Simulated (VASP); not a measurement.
# ZnS (F-43m) in VASP: a series of runs, part 2 of 2

VASP 6.6.1.

### Step 4. Single point, PBE, collinear spin

This run uses another cell than the first one, of 20.52 Å³/atom.

Contents of INCAR:

```
SYSTEM = ZnS
ALGO = Normal
EDIFF = 1E-7
ENCUT = 520
GGA = PE
ISIF = 2
ISMEAR = -5
ISPIN = 2
LASPH = .True.
LCHARG = .False.
LORBIT = 11
LREAL = .False.
LWAVE = .False.
MAGMOM = 0.58 0
NBANDS = 20
NELM = 150
PREC = Accurate
SIGMA = 0.05
```

Contents of KPOINTS:

```
k-points
0
Gamma
  9 9 9
  0 0 0
```

Contents of POSCAR:

```
ZnS
1.0
    0.0000000000      2.7375567091      2.7375567091
    2.7375567091      0.0000000000      2.7375567091
    2.7375567091      2.7375567091      0.0000000000
Zn S
1 1
Direct
    0.7500000000      0.7500000000      0.7500000000
    0.0000000000      0.0000000000      0.0000000000
```

Potentials or basis: VASP PAW PBE potentials, release 64 (Zn, S).

The run is started by

```sh
cat potpaw_PBE.64/Zn/POTCAR potpaw_PBE.64/S/POTCAR > POTCAR
mpirun -np 1 vasp_std > vasp.out
```

OUTCAR:

```text
SYSTEM = ZnS
   EDIFF = 1E-7
   ENCUT = 520
   GGA = PE
   ISIF = 2
   ISMEAR = -5
   ISPIN = 2
   LASPH = .True.
   LORBIT = 11
   LREAL = .False.
   NELM = 150
   PREC = Accurate

 ion  position               nearest neighbor table
   1  0.750  0.750  0.750-   2 2.37   2 2.37   2 2.37   2 2.37
   2  0.000  0.000  0.000-   1 2.37   1 2.37   1 2.37   1 2.37

  LATTYP: Found a face centered cubic cell.
 ALAT       =     5.4751134182

  Lattice vectors:

 A1 = (   0.0000000000,   2.7375567091,   2.7375567091)
 A2 = (   2.7375567091,   0.0000000000,   2.7375567091)
 A3 = (   2.7375567091,   2.7375567091,   0.0000000000)

Analysis of symmetry for initial positions (statically):
=====================================================================
 Subroutine PRICEL returns:
 Original cell was already a primitive cell.

 Routine SETGRP: Setting up the symmetry group for a
 face centered cubic supercell.

 Subroutine GETGRP returns: Found 24 space group operations
 (whereof 24 operations were pure point group operations)
 out of a pool of 48 trial point group operations.

The static configuration has the point symmetry T_d .

Analysis of symmetry for dynamics (positions and initial velocities):
=====================================================================
 Subroutine PRICEL returns:
 Original cell was already a primitive cell.

 Routine SETGRP: Setting up the symmetry group for a
 face centered cubic supercell.

 Subroutine GETGRP returns: Found 24 space group operations
 (whereof 24 operations were pure point group operations)
 out of a pool of 48 trial point group operations.

The dynamic configuration has the point symmetry T_d .

Analysis of structural, dynamic, and magnetic symmetry:
=====================================================================
 Subroutine PRICEL returns:
 Original cell was already a primitive cell.

 Routine SETGRP: Setting up the symmetry group for a
 face centered cubic supercell.

 Subroutine GETGRP returns: Found 24 space group operations
 (whereof 24 operations were pure point group operations)
 out of a pool of 48 trial point group operations.

The overall configuration has the point symmetry T_d .

 Subroutine INISYM returns: Found 24 space group operations
 (whereof 24 operations are pure point group operations),
 and found     1 'primitive' translations

----------------------------------------------------------------------------------------

                                     Primitive cell

  volume of cell :      41.0317

  direct lattice vectors                    reciprocal lattice vectors
     0.000000000  2.737556709  2.737556709    -0.182644618  0.182644618  0.182644618
     2.737556709  0.000000000  2.737556709     0.182644618 -0.182644618  0.182644618
     2.737556709  2.737556709  0.000000000     0.182644618  0.182644618 -0.182644618

  length of vectors
     3.871489826  3.871489826  3.871489826     0.316349758  0.316349758  0.316349758

  position of ions in fractional coordinates (direct lattice)
     0.750000000  0.750000000  0.750000000
     0.000000000  0.000000000  0.000000000

  ion indices of the primitive-cell ions
   primitive index   ion index
                 1           1
                 2           2

----------------------------------------------------------------------------------------

 KPOINTS: k-points

[... 61 lines left out ...]
   ISTART =      0    job   : 0-new  1-cont  2-samecut
   ICHARG =      2    charge: 1-file 2-atom 10-const
   ISPIN  =      2    spin polarized calculation?
   LNONCOLLINEAR =      F non collinear calculations
   LSORBIT =      F    spin-orbit coupling
   LASPH  =      T    aspherical Exc in radial PAW
   ENCUT  =  520.0 eV  38.22 Ry    6.18 a.u.   7.20  7.20  7.20*2*pi/ulx,y,z
   NELM   =    150;   NELMIN=  2; NELMDL= -5     # of ELM steps
   EDIFF  = 0.1E-06   stopping-criterion for ELM
   LREAL  =      F    real-space projection
   EDIFFG = 0.1E-05   stopping-criterion for IOM
   NSW    =      0    number of steps for IOM
   IBRION =     -1    ionic relax: 0-MD 1-quasi-New 2-CG
   NFREE  =      0    steps in history (QN), initial steepest desc. (CG)
   ISIF   =      2    stress and relaxation
   ISYM   =      2    0-nonsym 1-usesym 2-fastsym
   POTIM  = 0.5000    time-step for ionic-motion
   TEBEG  =    0.0;   TEEND  =   0.0 temperature during run
   PSTRESS=    0.0 pullay stress
   NELECT =      18.0000    total number of electrons
   NUPDOWN=      -1.0000    fix difference up-down
   EMIN   =  10.00;   EMAX   =-10.00  energy-range for DOS
   EFERMI =   0.00;   METHOD = LEGACY
   ISMEAR =    -5;   SIGMA  =   0.05  broadening in eV -4-tet -1-fermi 0-gaus
   EFERMI_NEDOS =   21; number of points for ismear=-14 and -15
   IALGO  =     38    algorithm
   IMIX   =      4    mixing-type and parameters
     AMIX     =   0.40;   BMIX     =  1.00
     AMIX_MAG =   1.60;   BMIX_MAG =  1.00
  volume/ion in A,a.u.               =      20.52       138.45
  Fermi-wavevector in a.u.,A,eV,Ry     =   1.243920  2.350668 21.052806  1.547338
  Thomas-Fermi vector in A             =   2.378210
   LORBIT       =     11    0 simple, 1 ext, 2 COOP (PROOUT), +10 PAW based schemes
   GGA     = PE    functional components
   LHFCALC =     F    Hartree Fock is set to
   AEXX    =    0.0000 exact exchange contribution
   IVDW    =     0    specifies the selected vdW correction
   LEPSILON=     F    determine dielectric tensor
   LRPA    =     F    only Hartree local field effects (RPA)
 spin polarized calculation
 Fermi weights with tetrahedron method with Bloechl corrections
  energy-cutoff  :      520.00
  volume of cell :       41.03
 maximum number of plane-waves:      1125
 NGX is ok and might be reduce to    30
   NGX = 15   NGY = 15   NGZ = 15

 number of electron      18.0000000 magnetization       0.0000849

 number of electron      18.0000000 magnetization      -0.0000033

 Free energy of the ion-electron system (eV)
  ---------------------------------------------------
  ext. energy  EPLUGINS =         0.00000000
  ---------------------------------------------------
  free energy    TOTEN  =        -6.85068889 eV

  energy without entropy =       -6.85068889  energy(sigma->0) =       -6.85068889

 E-fermi :   1.8529     XC(G=0):  -9.4466

 val. band max:        1.7493429372   @ k =   0.0000   0.0000   0.0000
 cond. band min:       3.6937084886   @ k =   0.0000   0.0000   0.0000
 fundamental gap:      1.9443655514
 Fermi energy:         1.8528796628

 spin component 1

 k-point     1 :       0.0000    0.0000    0.0000
  band No.  band energies     occupation
      1     -11.1255      1.00000
      2      -4.4418      1.00000
      3      -4.4418      1.00000
      4      -4.4418      1.00000
      5      -3.9890      1.00000
      6      -3.9890      1.00000
[... 541 lines left out ...]
     19      20.8508      0.00000
     20      21.8651      0.00000

 [... further k-points ...]

 spin component 2

 k-point     1 :       0.0000    0.0000    0.0000
  band No.  band energies     occupation
      1     -11.1255      1.00000
      2      -4.4418      1.00000
      3      -4.4418      1.00000
      4      -4.4418      1.00000
      5      -3.9890      1.00000
      6      -3.9890      1.00000
[... 541 lines left out ...]
     19      20.8508      0.00000
     20      21.8651      0.00000

 [... further k-points ...]
[... 5 lines left out ...]
  --------------------------------------------------------------------------------------
  -------------------------------------------------------------------------------------
  Total       -0.2613645     -0.2613645     -0.2613645      0.0000000      0.0000000      0.0000000
  in kB      -10.2055843    -10.2055843    -10.2055843      0.0000000      0.0000000      0.0000000
  external PRESSURE =     -10.2055843 kB  Pullay stress =       0.0000000 kB

 VOLUME and BASIS-vectors are now :
 -----------------------------------------------------------------------------
  energy-cutoff  :      520.00
  volume of cell :       41.03
      direct lattice vectors                 reciprocal lattice vectors
     0.000000000  2.737556709  2.737556709    -0.182644618  0.182644618  0.182644618
     2.737556709  0.000000000  2.737556709     0.182644618 -0.182644618  0.182644618
     2.737556709  2.737556709  0.000000000     0.182644618  0.182644618 -0.182644618

 POSITION                                       TOTAL-FORCE (eV/Angst)
 -----------------------------------------------------------------------------------
      4.10634      4.10634      4.10634        -0.000000     -0.000000     -0.000000
      0.00000      0.00000      0.00000         0.000000      0.000000      0.000000
 -----------------------------------------------------------------------------------
    total drift:                               -0.000000     -0.000000     -0.000000

  FREE ENERGIE OF THE ION-ELECTRON SYSTEM (eV)
  ---------------------------------------------------
  free  energy   TOTEN  =        -6.8506888918 eV

  energy  without entropy=       -6.8506888918  energy(sigma->0) =       -6.85068889

 total charge

# of ion       s       p       d       tot
------------------------------------------
    1        0.509   0.444   9.796  10.749
    2        1.316   2.418   0.000   3.734
--------------------------------------------------
tot          1.826   2.862   9.796  14.483

 magnetization (x)

# of ion       s       p       d       tot
------------------------------------------
    1       -0.000  -0.000   0.000  -0.000
    2       -0.000  -0.000   0.000  -0.000
--------------------------------------------------
tot         -0.000  -0.000   0.000  -0.000
```

OSZICAR:

```text
N       E                     dE             d eps       ncg     rms          rms(c)
DAV:   1     0.999229850728E+02    0.99923E+02   -0.76320E+03  2812   0.100E+03
DAV:   2     0.133938033277E+01   -0.98584E+02   -0.89585E+02  2920   0.245E+02
DAV:   3    -0.710041671429E+01   -0.84398E+01   -0.83229E+01  3292   0.637E+01
DAV:   4    -0.721754962496E+01   -0.11713E+00   -0.11698E+00  3252   0.740E+00
DAV:   5    -0.721826208724E+01   -0.71246E-03   -0.71243E-03  3136   0.601E-01    0.751E+00
DAV:   6    -0.686601356089E+01    0.35225E+00   -0.53202E-01  3960   0.236E+01    0.525E+00
DAV:   7    -0.685070620714E+01    0.15307E-01   -0.16587E-01  3136   0.320E+00    0.309E+00
DAV:   8    -0.685078373126E+01   -0.77524E-04   -0.12364E-02  3168   0.931E-01    0.123E+00
DAV:   9    -0.685057821893E+01    0.20551E-03   -0.15804E-03  3212   0.441E-01    0.350E-01
DAV:  10    -0.685055676588E+01    0.21453E-04   -0.43865E-04  3356   0.239E-01    0.894E-02
DAV:  11    -0.685062416054E+01   -0.67395E-04   -0.60489E-05  3144   0.809E-02    0.595E-02
DAV:  12    -0.685068798682E+01   -0.63826E-04   -0.47548E-05  2960   0.438E-02    0.277E-02
DAV:  13    -0.685068823987E+01   -0.25306E-06   -0.34880E-06  3272   0.160E-02    0.513E-03
DAV:  14    -0.685068858591E+01   -0.34604E-06   -0.34684E-07  3056   0.427E-03    0.184E-03
DAV:  15    -0.685068888737E+01   -0.30146E-06   -0.37437E-07  2980   0.331E-03    0.735E-04
DAV:  16    -0.685068889179E+01   -0.44249E-08   -0.20898E-08  2660   0.107E-03
   1 F= -.68506889E+01 E0= -.68506889E+01  d E =0.000000E+00  mag=    -0.0000
```

stdout:

```text
POSCAR found type information on POSCAR ZnS
 POSCAR found :  2 types and       2 ions
 scaLAPACK will be used
 LDA part: xc-table for (Slater+PW92), standard interpolation
 POSCAR, INCAR and KPOINTS ok, starting setup
 FFT: planning ... GRIDC
 FFT: planning ... GRID_SOFT
 FFT: planning ... GRID
 WAVECAR not read
 entering main loop
```

It took 2.3 min on 1 thread of Intel Xeon 8259CL, shared host; peak memory 0.21 GiB.

What came out:

* Free energy: -6.8507 eV
* Pressure: -1.0 GPa
* Band gap on the k mesh: 1.94 eV
* Net moment: 0.00 μB per cell
* Valence electrons inside the program's atomic spheres: Zn 10.75; S 3.73

### Step 5. Overview

| cell | gap on the mesh (eV) | pressure (GPa) | moment (μB) |
| --- | --- | --- | --- |
| a = 3.821 Å, angles 60.0°, 2 atoms | 2.11 | 1.8 | 0.00 |
| a = 3.847 Å, angles 60.0°, 2 atoms | 2.03 | 0.3 | 0.00 |
| a = 3.871 Å, angles 60.0°, 2 atoms | 1.94 | -1.0 | 0.00 |

Alike in all rows: task single point; level PBE; potentials or basis VASP PAW PBE potentials, release 64 (Zn, S); spin collinear; k mesh 9 × 9 × 9; cutoff (eV) 520; smearing tetrahedron.

Absolute energies hang on the potentials; compare differences alone.

### Step 6. How close it comes

Step 3. Measured gap of ZnS: 3.85 eV (direct; 19 K; quoted in “Electronic, vibrational, and thermodynamic properties of ZnS (zincblende and rocksalt structure)”, 2009, arxiv:0911.5022). This calculation gives 2.03 eV (-1.82 eV). The value is that of PBE, without temperature or zero-point motion. Semilocal functionals fall short of measured gaps as a rule.
